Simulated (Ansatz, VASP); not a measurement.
Mg2Si in VASP and in Ansatz

File INCAR:

```
PREC = Accurate ; ENCUT = 600
EDIFF = 1E-6 ; ISMEAR = 0
SIGMA = 0.1 ; LREAL = F
LASPH = T ; NELM = 120
ALGO = Normal ; ISIF = 2
LWAVE = F ; LCHARG = T
GGA = PE ; LELF = T
LVHAR = T ; NBANDS = 11
GGA_COMPAT = F
```

KPOINTS

```
Automatic mesh
0
Gamma
  6 6 6
```

The input POSCAR:

```
Mg2Si
1.0
    0.0000000000      3.1698179195      3.1698179195
    3.1698179195      0.0000000000      3.1698179195
    3.1698179195      3.1698179195      0.0000000000
Mg Si
2 1
Direct
    0.2500000000      0.2500000000      0.2500000000
    0.7500000000      0.7500000000      0.7500000000
    0.0000000000      0.0000000000      0.0000000000
```

Input for Ansatz:

```yaml
crystal:
  lattice:
    - [0.0, 3.1698179195, 3.1698179195]
    - [3.1698179195, 0.0, 3.1698179195]
    - [3.1698179195, 3.1698179195, 0.0]
  atoms:
    - { symbol: Mg, position: [0.25, 0.25, 0.25] }
    - { symbol: Mg, position: [0.75, 0.75, 0.75] }
    - { symbol: Si, position: [0.0, 0.0, 0.0] }
basis:
  ecutwfc: 420
  ecutrho_ratio: 6
kpoints:
  mp_grid: { grid: [6, 6, 6] }
hamiltonian:
  xc: pbe
scf:
  occupations: { method: gaussian, width: 0.1 }
output:
  forces: true
  stress: true
  eigenvalues: true
```

Alike in both runs: task single point; functional PBE; k mesh 6 × 6 × 6; occupations gaussian, width 0.1 eV; no spin polarisation.

```csv
,VASP,Ansatz
version,VASP 6.6.1,Ansatz 0.2.0
potentials or method,"VASP PAW PBE potentials, release 64 (Mg, Si), cutoff 600 eV","scalar-relativistic, plane waves, PAW"
valence electrons in the cell,8,24
```

```tsv
	VASP	Ansatz	Ansatz less VASP
gap on the k mesh at the Fermi level (eV)	0.20	0.20	+0.002
least direct gap on the mesh (eV)	1.91	1.91	+0.002
pressure (GPa)	0.5	0.6	+0.13
```

VASP's potentials hold 8 valence electrons a cell and Ansatz's 24, so a difference there can come from the potentials and not from the codes.
